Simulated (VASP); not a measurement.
A run of VASP 6.6.1:

Contents of INCAR:

```
PREC     = Accurate       # precision mode
ENCUT    = 520            # plane-wave cutoff, eV
EDIFF    = 1E-7           # SCF threshold, eV
ISMEAR   = 0              # smearing method
SIGMA    = 0.2            # smearing width, eV
LREAL    = False          # projectors in reciprocal space
LASPH    = True           # aspherical terms in the spheres
NELM     = 60             # most SCF steps
ALGO     = Normal         # electronic algorithm
ISIF     = 2              # what is computed and relaxed
LWAVE    = False          # write WAVECAR
LCHARG   = False          # write CHGCAR
GGA      = PS             # functional
NBANDS   = 18             # bands
```

File KPOINTS:

```
Automatic mesh
0
Gamma
  7 7 7
```

File POSCAR:

```
ScAl3
1.0
    4.1940309868      0.0000000000      0.0000000000
    0.0000000000      4.1940309868      0.0000000000
    0.0000000000      0.0000000000      4.1940309868
Sc Al
1 3
Direct
    0.0000000000      0.0000000000      0.0000000000
    0.5000000000      0.0000000000      0.5000000000
    0.0000000000      0.5000000000      0.5000000000
    0.5000000000      0.5000000000      0.0000000000
```

Potentials or basis: VASP PAW PBE potentials, release 64 (Sc_sv, Al).

The run is started by

```console
$ cat potpaw_PBE.64/Sc_sv/POTCAR potpaw_PBE.64/Al/POTCAR > POTCAR
$ mpirun -np 1 vasp_std > vasp.out
```

Hardware: 1 thread of Intel(R) Xeon(R) 6975P-C (Granite Rapids), with other jobs on the host.

**Question.** How long does it take, and how much memory?

**Answer.** Wall time 9.5 s on 1 thread of Intel(R) Xeon(R) 6975P-C (Granite Rapids) (shared host), peak memory 0.18 GiB. Counts: scf iterations 14, k points 20.
